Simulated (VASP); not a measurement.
**C: single point with PBEsol**

C:

```
CELL_PARAMETERS angstrom
-2.45891 0.00000 0.00000
-1.22946 -2.12948 0.00000
0.00000 0.00000 11.29430
ATOMIC_POSITIONS crystal
C 0.66667 0.66667 0.15925
C 0.00000 0.00000 0.79640
C 0.33333 0.33333 0.47782
C 0.66667 0.66667 0.79645
C 0.00000 0.00000 0.47787
C 0.33333 0.33333 0.15930
```

This cell differs from its parent crystal: the distance across one plane changed.

```yaml
Program: VASP 6.6.1
Task: single point
Functional: PBEsol
Potentials_or_basis: VASP PAW PBE potentials, release 64 (C)
Cutoff: 520 eV
k_mesh: 15 × 15 × 3
Occupations: gaussian, width 0.05 eV
Spin: no spin polarisation
Dipole_correction: no
Further_INCAR_settings: ALGO = Normal; EDIFF = 1e-07; NBANDS = 21
```

- Pressure: 0.6 GPa
- Largest force: 0.007 eV/Å

Forces in eV/Å, atoms in the order of the input:
```
C    0.000  0.000 -0.003
C    0.000  0.000  0.007
C    0.000  0.000 -0.002
C    0.000  0.000  0.003
C    0.000  0.000  0.002
C    0.000  0.000 -0.007
```

Stress tensor (GPa, compression positive):
```
 0.96  0.00  0.00
 0.00  0.96  0.00
 0.00  0.00 -0.19
```

Run time: 78 s on 1 thread of Intel(R) Xeon(R) Platinum 8124M CPU @ 3.00GHz (Skylake/Cascade Lake) (shared host), peak memory 0.2 GiB.

Caveat: the cell differs from its parent crystal (the distance across one plane changed); this functional lacks dispersion, which binds layers or chains, so the pressure and a relaxed spacing across them are unreliable; the PAW data sets were made with another functional, which shifts forces and pressure a little.
